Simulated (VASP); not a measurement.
TiSi2, 3 atoms in the cell. The structure is orthorhombic, space group Immm (No. 71). Conventional cell: a = 2.946 Å, b = 3.424 Å, c = 8.424 Å, α = 90.00°, β = 90.00°, γ = 90.00°. Ti (site symmetry mmm) has 10 Si at 2.67 to 2.78 Å and 4 Ti at 2.95 to 3.42 Å within 3.5 Å. Within 3.5 Å of Si (site symmetry mm2) lie 9 Si at 2.63 to 3.42 Å and 5 Ti at 2.67 to 2.78 Å. 

```yaml
Program: VASP 6.6.1
Task: single point
Functional: LDA
Potentials_or_basis: VASP PAW LDA potentials, release 64 (Ti_sv, Si)
Cutoff: 520 eV
k_mesh: 3 × 6 × 5
Occupations: gaussian, width 0.1 eV
Spin: no spin polarisation
Dipole_correction: no
Further_INCAR_settings: ALGO = Normal; EDIFF = 1e-06; NBANDS = 17; ISYM = 0
```

Potentials or basis: VASP PAW LDA potentials, release 64 (Ti_sv, Si).

Run with:

```console
$ cat potpaw_LDA.64/Ti_sv/POTCAR potpaw_LDA.64/Si/POTCAR > POTCAR
$ mpirun -np 1 vasp_std > vasp.out
```

Hardware: 1 thread of Intel Xeon 8259CL, on a shared host.

Task: How long does it take, and how much memory?

Result: Wall time 74 s on 1 thread of Intel Xeon 8259CL, with other jobs on the host, peak memory 0.18 GiB. Counts: scf iterations 14, k points 46.
